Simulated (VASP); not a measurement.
A run of VASP 6.6.1 is set up as follows.

File POSCAR:

```
SiC
1.0
    3.1368035232      0.0000000000      0.0000000000
   -1.5684017616      2.7165515377      0.0000000000
    0.0000000000      0.0000000000      4.9877609034
Si C
2 2
Direct
    0.3333333333      0.6666666667      0.4996013826
    0.6666666667      0.3333333333      0.9996013826
    0.3333333333      0.6666666667      0.8753986174
    0.6666666667      0.3333333333      0.3753986174
```

The input INCAR.step1:

```
PREC = Accurate
ENCUT = 520
ISMEAR = 0
SIGMA = 0.02
LREAL = False
LASPH = True
NELM = 80
NBANDS = 16
GGA = PE
ALGO = Normal
EDIFF = 1E-4
LWAVE = True
LCHARG = False
```

INCAR.step2

```
PREC = Accurate
ENCUT = 520
EDIFF = 1E-6
ISMEAR = 0
SIGMA = 0.02
LREAL = False
LASPH = True
NELM = 80
ALGO = Normal
ISIF = 2
LWAVE = False
LCHARG = False
METAGGA = R2SCAN
LMIXTAU = True
NBANDS = 16
ISTART = 1
```

Contents of KPOINTS:

```
regular mesh
0
Gamma
  12 12 6
```

Potentials or basis: VASP PAW PBE potentials, release 64 (Si, C).

Launch:

```sh
$ cat potpaw_PBE.64/Si/POTCAR potpaw_PBE.64/C/POTCAR > POTCAR
$ cp INCAR.step1 INCAR
$ mpirun -np 1 vasp_std > vasp.out
$ cp INCAR.step2 INCAR
$ mpirun -np 1 vasp_std > vasp.out
```

Q: What does it give for the largest force?

A: 0.286 eV/Å.

Q: Predict the pressure.

A: -5.9 GPa.

Q: What does it give for the band gap on the k mesh?

A: 2.80 eV, indirect (least direct gap 4.11 eV).

Stress tensor (GPa, compression positive):
```
-11.90   0.00   0.00
  0.00 -11.90   0.00
  0.00   0.00   6.01
```

Caveat: the cell differs from its parent crystal (biaxial strain in the a-b plane: +2.0 %); the PAW data sets were made with another functional, which shifts forces and pressure a little. A k mesh can miss the band edges.
